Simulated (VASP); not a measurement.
Input of a VASP 6.6.1 run:

The input INCAR:

```
SYSTEM = KMgF3
ALGO = Normal
EDIFF = 1E-6
ENCUT = 520
GGA = PE
ISIF = 2
ISMEAR = 0
LASPH = .TRUE.
LCHARG = .TRUE.
LELF = .TRUE.
LREAL = .FALSE.
LVHAR = .TRUE.
LWAVE = .FALSE.
NBANDS = 24
NELM = 100
PREC = Accurate
SIGMA = 0.05
```

The input KPOINTS:

```
k-points
0
G
  6 6 6
  0 0 0
```

The input POSCAR:

```
KMgF3
1.0
    3.6521220377      0.0000000000      0.0000000000
    0.0000000000      3.6521220377      0.0000000000
    0.0000000000      0.0000000000      4.7477586490
K Mg F
1 1 3
Direct
    0.5000000000      0.5000000000      0.5000000000
    0.0000000000      0.0000000000      0.0000000000
    0.5000000000      0.0000000000      0.0000000000
    0.0000000000      0.5000000000      0.0000000000
    0.0000000000      0.0000000000      0.5000000000
```

Potentials or basis: VASP PAW PBE potentials, release 64 (K_sv, Mg, F).

Launch:

```sh
$ cat potpaw_PBE.64/K_sv/POTCAR potpaw_PBE.64/Mg/POTCAR potpaw_PBE.64/F/POTCAR > POTCAR
$ mpirun -np 1 vasp_std > vasp.out
```

(1) Predict the band gap on the k mesh.

(2) What does it give for the pressure?

Answers

(1) 6.91 eV, indirect (least direct gap 7.24 eV).

(2) 11.4 GPa.
